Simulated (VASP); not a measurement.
# CuC3 (I4/mmm) in VASP: notebook

CuC3 is run at these levels: PBEsol; tasks: single point.

All numbers are computed with VASP 6.6.1; they aren't measurements. Logs are shortened: lines on timing, memory, paths and dates and some standing lists are left out, and cuts for length are marked.

### Step 1. The cell of the first run

The structure is tetragonal, space group I4/mmm (No. 139). Conventional cell: a = 3.596 Å, b = 3.596 Å, c = 7.936 Å, α = 90.00°, β = 90.00°, γ = 90.00°. Within 3.4 Å of Cu (site symmetry 4/mmm) lie 12 C at 2.54 to 2.68 Å. Within 3.4 Å of C (site symmetry -4m2) lie 8 C at 2.54 to 2.68 Å and 4 Cu at 2.68 Å. Within 3.4 Å of C (site symmetry 4/mmm) lie 4 Cu at 2.54 Å and 8 C at 2.68 Å.

### Step 2. Single point, PBEsol (Sn replaced by C, lengths x 0.793, strained)

Contents of INCAR:

```
SYSTEM = CuC3
PREC = Accurate
ENCUT = 520
EDIFF = 1E-6
ISMEAR = 0
SIGMA = 0.1
LREAL = .FALSE.
LASPH = .TRUE.
NELM = 100
ALGO = Normal
ISIF = 2
LWAVE = .FALSE.
LCHARG = .FALSE.
GGA = PS
NBANDS = 20
```

Contents of KPOINTS:

```
Automatic mesh
0
G
  8 8 8
  0 0 0
```

Contents of POSCAR:

```
CuC3
1.0
   -1.7982236511      1.7982236511      3.9682347310
    1.7982236511     -1.7982236511      3.9682347310
    1.7982236511      1.7982236511     -3.9682347310
Cu C
1 3
Direct
    0.0000000000      0.0000000000      0.0000000000
    0.7500000000      0.2500000000      0.5000000000
    0.2500000000      0.7500000000      0.5000000000
    0.5000000000      0.5000000000      0.0000000000
```

Potentials or basis: VASP PAW PBE potentials, release 64 (Cu, C).

Command:

```sh
> cat potpaw_PBE.64/Cu/POTCAR potpaw_PBE.64/C/POTCAR > POTCAR
> mpirun -np 1 vasp_std > vasp.out
```

OUTCAR:

```text
SYSTEM = CuC3
   PREC = Accurate
   ENCUT = 520
   EDIFF = 1E-6
   ISMEAR = 0
   LREAL = .FALSE.
   LASPH = .TRUE.
   NELM = 100
   ISIF = 2
   GGA = PS

 ion  position               nearest neighbor table
   1  0.000  0.000  0.000-
   2  0.750  0.250  0.500-
   3  0.250  0.750  0.500-
   4  0.500  0.500  0.000-

  LATTYP: Found a body centered tetragonal cell.
 ALAT       =     3.5964473022
 C/A-ratio  =     2.2067526075

  Lattice vectors:

 A1 = (  -1.7982236511,   1.7982236511,   3.9682347310)
 A2 = (   1.7982236511,  -1.7982236511,   3.9682347310)
 A3 = (   1.7982236511,   1.7982236511,  -3.9682347310)

Analysis of symmetry for initial positions (statically):
=====================================================================
 Subroutine PRICEL returns:
 Original cell was already a primitive cell.

 Routine SETGRP: Setting up the symmetry group for a
 body centered tetragonal supercell.

 Subroutine GETGRP returns: Found 16 space group operations
 (whereof 16 operations were pure point group operations)
 out of a pool of 16 trial point group operations.

The static configuration has the point symmetry D_4h.

Analysis of symmetry for dynamics (positions and initial velocities):
=====================================================================
 Subroutine PRICEL returns:
 Original cell was already a primitive cell.

 Routine SETGRP: Setting up the symmetry group for a
 body centered tetragonal supercell.

 Subroutine GETGRP returns: Found 16 space group operations
 (whereof 16 operations were pure point group operations)
 out of a pool of 16 trial point group operations.

The dynamic configuration has the point symmetry D_4h.

 Subroutine INISYM returns: Found 16 space group operations
 (whereof 16 operations are pure point group operations),
 and found     1 'primitive' translations

----------------------------------------------------------------------------------------

                                     Primitive cell

  volume of cell :      51.3269

  direct lattice vectors                    reciprocal lattice vectors
    -1.798223651  1.798223651  3.968234731     0.000000000  0.278052176  0.126000611
     1.798223651 -1.798223651  3.968234731     0.278052176  0.000000000  0.126000611
     1.798223651  1.798223651 -3.968234731     0.278052176  0.278052176  0.000000000

  length of vectors
     4.713184006  4.713184006  4.713184006     0.305269007  0.305269007  0.393225159

  position of ions in fractional coordinates (direct lattice)
     0.000000000  0.000000000  0.000000000
     0.750000000  0.250000000  0.500000000
     0.250000000  0.750000000  0.500000000
     0.500000000  0.500000000  0.000000000

  ion indices of the primitive-cell ions
   primitive index   ion index
                 1           1
                 2           2
                 3           3
                 4           4

----------------------------------------------------------------------------------------

 KPOINTS: Automatic mesh

Automatic generation of k-mesh.
 Grid dimensions read from file:
 generate k-points for:    8    8    8

 Generating k-lattice:

  Cartesian coordinates                     Fractional coordinates (reciprocal lattice)
     0.000000000  0.034756522  0.015750076     0.125000000  0.000000000 -0.000000000
     0.034756522  0.000000000  0.015750076     0.000000000  0.125000000 -0.000000000
     0.034756522  0.034756522  0.000000000     0.000000000  0.000000000  0.125000000

  Length of vectors
     0.038158626  0.038158626  0.049153145

  Shift w.r.t. Gamma in fractional coordinates (k-lattice)
     0.000000000  0.000000000  0.000000000

 Subroutine IBZKPT returns following result:
 ===========================================

 Found     59 irreducible k-points:

 Following reciprocal coordinates:
            Coordinates               Weight
  0.000000  0.000000  0.000000      1.000000
  0.125000 -0.000000  0.000000      8.000000
  0.250000 -0.000000  0.000000      8.000000
  0.375000 -0.000000  0.000000      8.000000
  0.500000 -0.000000  0.000000      4.000000
  0.125000  0.125000  0.000000      8.000000
[... 16 lines left out ...]
  0.250000  0.125000  0.125000     16.000000
  0.375000  0.125000  0.125000      8.000000
 [... further k-points ...]
   k-points           NKPTS =     59   k-points in BZ     NKDIM =     59   number of bands    NBANDS=     20
   number of dos      NEDOS =    301   number of ions     NIONS =      4
   total plane-waves  NPLWV =  46656
   dimension x,y,z NGX =    36 NGY =   36 NGZ =   36
   dimension x,y,z NGXF=    72 NGYF=   72 NGZF=   72
   ions per type =               1   3
   NGX,Y,Z   is equivalent  to a cutoff of  12.70, 12.70, 12.70 a.u.
   NGXF,Y,Z  is equivalent  to a cutoff of  25.40, 25.40, 25.40 a.u.
 SYSTEM =  CuC3
   PREC   = accura    normal or accurate (medium, high low for compatibility)
   ISTART =      0    job   : 0-new  1-cont  2-samecut
   ICHARG =      2    charge: 1-file 2-atom 10-const
   ISPIN  =      1    spin polarized calculation?
   LNONCOLLINEAR =      F non collinear calculations
   LSORBIT =      F    spin-orbit coupling
   LASPH  =      T    aspherical Exc in radial PAW
   ENCUT  =  520.0 eV  38.22 Ry    6.18 a.u.   8.76  8.76  8.76*2*pi/ulx,y,z
   NELM   =    100;   NELMIN=  2; NELMDL= -5     # of ELM steps
   EDIFF  = 0.1E-05   stopping-criterion for ELM
   LREAL  =      F    real-space projection
   EDIFFG = 0.1E-04   stopping-criterion for IOM
   NSW    =      0    number of steps for IOM
   IBRION =     -1    ionic relax: 0-MD 1-quasi-New 2-CG
   NFREE  =      0    steps in history (QN), initial steepest desc. (CG)
   ISIF   =      2    stress and relaxation
   ISYM   =      2    0-nonsym 1-usesym 2-fastsym
   POTIM  = 0.5000    time-step for ionic-motion
   TEBEG  =    0.0;   TEEND  =   0.0 temperature during run
   PSTRESS=    0.0 pullay stress
   NELECT =      23.0000    total number of electrons
   NUPDOWN=      -1.0000    fix difference up-down
   EMIN   =  10.00;   EMAX   =-10.00  energy-range for DOS
   EFERMI =   0.00;   METHOD = LEGACY
   ISMEAR =     0;   SIGMA  =   0.10  broadening in eV -4-tet -1-fermi 0-gaus
   EFERMI_NEDOS =   21; number of points for ismear=-14 and -15
   IALGO  =     38    algorithm
   IMIX   =      4    mixing-type and parameters
     AMIX     =   0.40;   BMIX     =  1.00
     AMIX_MAG =   1.60;   BMIX_MAG =  1.00
  volume/ion in A,a.u.               =      12.83        86.59
  Fermi-wavevector in a.u.,A,eV,Ry     =   1.252764  2.367380 21.353216  1.569417
  Thomas-Fermi vector in A             =   2.386649
   LORBIT       =      0    0 simple, 1 ext, 2 COOP (PROOUT), +10 PAW based schemes
   GGA     = PS    functional components
   LHFCALC =     F    Hartree Fock is set to
   AEXX    =    0.0000 exact exchange contribution
   IVDW    =     0    specifies the selected vdW correction
   LEPSILON=     F    determine dielectric tensor
   LRPA    =     F    only Hartree local field effects (RPA)
 non-spin polarized calculation
 Gauss-broadening in eV      SIGMA  =   0.10
  energy-cutoff  :      520.00
  volume of cell :       51.33
 maximum number of plane-waves:      1402
   NGX = 17   NGY = 17   NGZ = 17

 number of electron      22.9999995 magnetization

 Free energy of the ion-electron system (eV)
  ---------------------------------------------------
  ext. energy  EPLUGINS =         0.00000000
  ---------------------------------------------------
  free energy    TOTEN  =       -17.65043486 eV

  energy without entropy =      -17.64199804  energy(sigma->0) =      -17.64621645

 E-fermi :   2.8800     XC(G=0): -10.8093

 val. band max:        2.8595386272   @ k =  -0.1250   0.3750   0.1250
 cond. band min:       2.8888408412   @ k =  -0.1250   0.3750   0.1250
 fundamental gap:      0.0293022141
 Fermi energy:         2.8800341844

 k-point     1 :       0.0000    0.0000    0.0000
  band No.  band energies     occupation
      1      -9.6932      2.00000
      2      -4.3641      2.00000
      3      -3.0330      2.00000
      4      -0.5788      2.00000
      5      -0.0508      2.00000
      6      -0.0508      2.00000
[... 12 lines left out ...]
     19      12.1794      0.00000
     20      14.9882      0.00000

 k-point     2 :       0.1250   -0.0000    0.0000
  band No.  band energies     occupation
      1      -9.5250      2.00000
      2      -4.4603      2.00000
      3      -3.4397      2.00000
      4      -0.5207      2.00000
      5      -0.0100      2.00000
      6       0.0118      2.00000
[... 12 lines left out ...]
     19      12.3716      0.00000
     20      14.5040      0.00000

 k-point     3 :       0.2500   -0.0000    0.0000
  band No.  band energies     occupation
      1      -9.0305      2.00000
      2      -4.8309      2.00000
      3      -4.2253      2.00000
      4      -0.6755      2.00000
      5       0.0774      2.00000
      6       0.0980      2.00000
[... 12 lines left out ...]
     19      12.9479      0.00000
     20      13.7014      0.00000

 k-point     4 :       0.3750   -0.0000    0.0000
  band No.  band energies     occupation
      1      -8.2512      2.00000
      2      -5.8522      2.00000
      3      -4.5197      2.00000
      4      -1.2313      2.00000
      5      -0.0739      2.00000
      6       0.3512      2.00000
[... 12 lines left out ...]
     19      12.3979      0.00000
     20      12.9222      0.00000

 k-point     5 :       0.5000   -0.0000    0.0000
  band No.  band energies     occupation
      1      -7.5184      2.00000
      2      -6.7279      2.00000
      3      -4.5747      2.00000
      4      -1.4646      2.00000
      5      -0.1466      2.00000
      6       0.3825      2.00000
[... 12 lines left out ...]
     19      11.5883      0.00000
     20      12.5907      0.00000

 k-point     6 :       0.1250    0.1250    0.0000
  band No.  band energies     occupation
      1      -9.3035      2.00000
      2      -4.7339      2.00000
      3      -3.7401      2.00000
      4      -0.4256      2.00000
      5      -0.0169      2.00000
      6       0.0067      2.00000
[... 12 lines left out ...]
     19      12.5859      0.00000
     20      13.5011      0.00000

 k-point     7 :       0.2500    0.1250    0.0000
  band No.  band energies     occupation
      1      -8.7637      2.00000
      2      -5.1200      2.00000
      3      -4.4051      2.00000
      4      -0.6093      2.00000
      5      -0.2424      2.00000
      6       0.1318      2.00000
[... 12 lines left out ...]
     19      12.6654      0.00000
     20      13.1489      0.00000
[... 277 lines left out ...]
 k-point    20 :      -0.3750    0.3750    0.0000
  band No.  band energies     occupation
      1      -7.3735      2.00000
      2      -5.3606      2.00000
      3      -4.9566      2.00000
      4      -1.2395      2.00000
      5      -0.7206      2.00000
      6      -0.2656      2.00000
[... 12 lines left out ...]
     19      13.2290      0.00000
     20      13.4317      0.00000

 k-point    21 :       0.5000    0.5000    0.0000
  band No.  band energies     occupation
      1      -6.0448      2.00000
      2      -5.9662      2.00000
      3      -5.5992      2.00000
      4      -1.3612      2.00000
      5      -0.8500      2.00000
      6      -0.8347      2.00000
[... 12 lines left out ...]
     19      13.0157      0.00000
     20      14.4295      0.00000

 k-point    22 :       0.1250    0.1250    0.1250
  band No.  band energies     occupation
      1      -8.5000      2.00000
      2      -4.7324      2.00000
      3      -4.6982      2.00000
      4      -0.7241      2.00000
      5      -0.4342      2.00000
      6      -0.2763      2.00000
[... 12 lines left out ...]
     19      12.2212      0.00000
     20      13.3036      0.00000

 k-point    23 :       0.2500    0.1250    0.1250
  band No.  band energies     occupation
      1      -7.7570      2.00000
      2      -5.5763      2.00000
      3      -4.8124      2.00000
      4      -0.8483      2.00000
      5      -0.5670      2.00000
      6      -0.2189      2.00000
[... 12 lines left out ...]
     19      12.7807      0.00000
     20      13.3019      0.00000

 k-point    24 :       0.3750    0.1250    0.1250
  band No.  band energies     occupation
      1      -7.0731      2.00000
      2      -6.3359      2.00000
      3      -4.8444      2.00000
      4      -0.9983      2.00000
      5      -0.3965      2.00000
      6      -0.3130      2.00000
[... 12 lines left out ...]
     19      12.9272      0.00000
     20      13.4912      0.00000

 [... further k-points ...]

------------------------ aborting loop because EDIFF is reached ----------------------------------------

  FORCE on cell =-STRESS in cart. coord.  units (eV):
  Direction    XX          YY          ZZ          XY          YZ          ZX
  --------------------------------------------------------------------------------------
  -------------------------------------------------------------------------------------
  Total      -11.0282752    -11.0282752     -9.9678476      0.0000000     -0.0000000      0.0000000
  in kB     -344.2495812   -344.2495812   -311.1481448      0.0000000     -0.0000000      0.0000000
  external PRESSURE =    -333.2157690 kB  Pullay stress =       0.0000000 kB

 VOLUME and BASIS-vectors are now :
 -----------------------------------------------------------------------------
  energy-cutoff  :      520.00
  volume of cell :       51.33
      direct lattice vectors                 reciprocal lattice vectors
    -1.798223651  1.798223651  3.968234731     0.000000000  0.278052176  0.126000611
     1.798223651 -1.798223651  3.968234731     0.278052176  0.000000000  0.126000611
     1.798223651  1.798223651 -3.968234731     0.278052176  0.278052176  0.000000000

 POSITION                                       TOTAL-FORCE (eV/Angst)
 -----------------------------------------------------------------------------------
      0.00000      0.00000      0.00000         0.000000      0.000000     -0.000000
     -0.00000      1.79822      1.98412         0.000000      0.000000      0.000000
      1.79822     -0.00000      1.98412        -0.000000     -0.000000     -0.000000
      0.00000      0.00000      3.96823         0.000000      0.000000     -0.000000
 -----------------------------------------------------------------------------------
    total drift:                               -0.000000      0.000000      0.000000

  FREE ENERGIE OF THE ION-ELECTRON SYSTEM (eV)
  ---------------------------------------------------
  free  energy   TOTEN  =       -17.6504348594 eV

  energy  without entropy=      -17.6419980373  energy(sigma->0) =      -17.64621645
```

It took 83 s on 1 thread of Intel Xeon Platinum 8259CL at 2.50GHz (Skylake/Cascade Lake), shared host; peak memory 0.22 GiB.

Results:

```yaml
Free_energy: -17.6504 eV
Pressure: -33.3 GPa
```

Stress tensor (GPa, compression positive):
```
-34.42   0.00   0.00
  0.00 -34.42   0.00
  0.00   0.00 -31.11
```

Caveat: the cell differs from its parent crystal (Sn replaced by C, lengths x 0.793, strained); the PAW data sets were made with another functional, which shifts forces and pressure a little.

### Step 3. Single point, PBEsol (Sn replaced by C, lengths x 0.793, strained)

Contents of INCAR:

```
SYSTEM = CuC3
PREC     = Accurate       ! precision mode
ENCUT    = 520            ! plane-wave cutoff, eV
EDIFF    = 1E-7           ! SCF threshold, eV
ISMEAR   = 0              ! smearing method
SIGMA    = 0.1            ! smearing width, eV
LREAL    = .False.        ! projectors in reciprocal space
LASPH    = .True.         ! aspherical terms in the spheres
NELM     = 100            ! most SCF steps
ALGO     = Normal         ! electronic algorithm
ISIF     = 2              ! what is computed and relaxed
LWAVE    = .False.        ! write WAVECAR
LCHARG   = .False.        ! write CHGCAR
GGA      = PS             ! functional
NBANDS   = 20             ! bands
```

Contents of KPOINTS:

```
Automatic mesh
0
Gamma
  16 16 16
  0 0 0
```

POSCAR is that of step 2.

Potentials or basis: VASP PAW PBE potentials, release 64 (Cu, C).

Command:

```sh
> cat potpaw_PBE.64/Cu/POTCAR potpaw_PBE.64/C/POTCAR > POTCAR
> mpirun -np 1 vasp_std > vasp.out
```

OUTCAR:

```text
SYSTEM = CuC3
   PREC = Accurate
   ENCUT = 520
   EDIFF = 1E-7
   ISMEAR = 0
   LREAL = .False.
   LASPH = .True.
   NELM = 100
   ISIF = 2
   GGA = PS

 ion  position               nearest neighbor table
   1  0.000  0.000  0.000-
   2  0.750  0.250  0.500-
   3  0.250  0.750  0.500-
   4  0.500  0.500  0.000-

  LATTYP: Found a body centered tetragonal cell.
 ALAT       =     3.5964473022
 C/A-ratio  =     2.2067526075

  Lattice vectors:

 A1 = (  -1.7982236511,   1.7982236511,   3.9682347310)
 A2 = (   1.7982236511,  -1.7982236511,   3.9682347310)
 A3 = (   1.7982236511,   1.7982236511,  -3.9682347310)

Analysis of symmetry for initial positions (statically):
=====================================================================
 Subroutine PRICEL returns:
 Original cell was already a primitive cell.

 Routine SETGRP: Setting up the symmetry group for a
 body centered tetragonal supercell.

 Subroutine GETGRP returns: Found 16 space group operations
[... 165 lines left out ...]
  free energy    TOTEN  =       -17.64618946 eV

  energy without entropy =      -17.63715704  energy(sigma->0) =      -17.64167325

 E-fermi :   2.8924     XC(G=0): -10.8093

 val. band max:        2.8866219067   @ k =  -0.1250   0.3750   0.1250
 cond. band min:       2.8951909165   @ k =  -0.3750   0.5000   0.1875
 fundamental gap:      0.0085690098
 Fermi energy:         2.8923957622

 k-point     1 :       0.0000    0.0000    0.0000
  band No.  band energies     occupation
      1      -9.6949      2.00000
      2      -4.3600      2.00000
      3      -3.0412      2.00000
      4      -0.5810      2.00000
      5      -0.0516      2.00000
      6      -0.0516      2.00000
[... 541 lines left out ...]
     19      12.2701      0.00000
     20      14.4662      0.00000

 [... further k-points ...]

------------------------ aborting loop because EDIFF is reached ----------------------------------------

  FORCE on cell =-STRESS in cart. coord.  units (eV):
  Direction    XX          YY          ZZ          XY          YZ          ZX
  --------------------------------------------------------------------------------------
  -------------------------------------------------------------------------------------
  Total      -11.1113281    -11.1113281     -9.9596364      0.0000000     -0.0000000      0.0000000
  in kB     -346.8420925   -346.8420925   -310.8918317      0.0000000     -0.0000000      0.0000000
  external PRESSURE =    -334.8586723 kB  Pullay stress =       0.0000000 kB

 VOLUME and BASIS-vectors are now :
 -----------------------------------------------------------------------------
  energy-cutoff  :      520.00
  volume of cell :       51.33
      direct lattice vectors                 reciprocal lattice vectors
    -1.798223651  1.798223651  3.968234731     0.000000000  0.278052176  0.126000611
     1.798223651 -1.798223651  3.968234731     0.278052176  0.000000000  0.126000611
     1.798223651  1.798223651 -3.968234731     0.278052176  0.278052176  0.000000000

 POSITION                                       TOTAL-FORCE (eV/Angst)
 -----------------------------------------------------------------------------------
      0.00000      0.00000      0.00000        -0.000000     -0.000000      0.000000
     -0.00000      1.79822      1.98412         0.000000      0.000000      0.000000
      1.79822     -0.00000      1.98412        -0.000000     -0.000000     -0.000000
      0.00000      0.00000      3.96823        -0.000000     -0.000000      0.000000
 -----------------------------------------------------------------------------------
    total drift:                               -0.000000      0.000000      0.000000

  FREE ENERGIE OF THE ION-ELECTRON SYSTEM (eV)
  ---------------------------------------------------
  free  energy   TOTEN  =       -17.6461894595 eV

  energy  without entropy=      -17.6371570360  energy(sigma->0) =      -17.64167325
```

Run time: 11 min. Hardware: 1 thread of Intel Xeon Platinum 8259CL at 2.50GHz (Skylake/Cascade Lake), shared host; peak memory 0.45 GiB.

Results:

| Property | Result |
| --- | --- |
| Free energy | -17.6462 eV |
| Pressure | -33.5 GPa |

Caveat: the cell differs from its parent crystal (Sn replaced by C, lengths x 0.793, strained); the PAW data sets were made with another functional, which shifts forces and pressure a little.
